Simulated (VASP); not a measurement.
A run of VASP 6.6.1 is set up as follows.

The input INCAR:

```
SYSTEM = Li
ALGO = Normal
EDIFF = 1E-6
EDIFFG = -0.005
ENCUT = 600
GGA = PE
IBRION = 2
ISIF = 3
ISMEAR = -1
LASPH = .True.
LCHARG = .False.
LREAL = .False.
LWAVE = .False.
NELM = 60
NSW = 60
PREC = Accurate
PSTRESS = 160.0
SIGMA = 0.08
```

The input KPOINTS:

```
k-points
0
Gamma
  16 16 16
  0 0 0
```

The input POSCAR:

```
Li
1.0
    2.3301438877      0.0000000000      0.0000000000
    0.0000000000      2.3301438877      0.0000000000
    0.0000000000      0.0000000000      2.3301438877
Li
1
Direct
    0.0000000000      0.0000000000      0.0000000000
```

Potentials or basis: VASP PAW PBE potentials, release 64 (Li_sv).

The run is started by

```console
$ cat potpaw_PBE.64/Li_sv/POTCAR > POTCAR
$ mpirun -np 1 vasp_std > vasp.out
```

(1) Estimate the relaxed volume.

(2) What does it give for the space group after relaxing (to 0.05 Å)?

(3) Predict the relaxed cell.

Answers

(1) 11.84 Å³/atom.

(2) Pm-3m (No. 221).

(3) a = 2.279 Å, b = 2.279 Å, c = 2.279 Å, α = 90.00°, β = 90.00°, γ = 90.00°.

Caveat: the cutoff is under 1.25 times the usual one of these potentials, so pressure, stress and relaxed cells hold a basis-set (Pulay) error; the cell is relaxed towards a set pressure, so the enthalpy falls and the energy may rise.
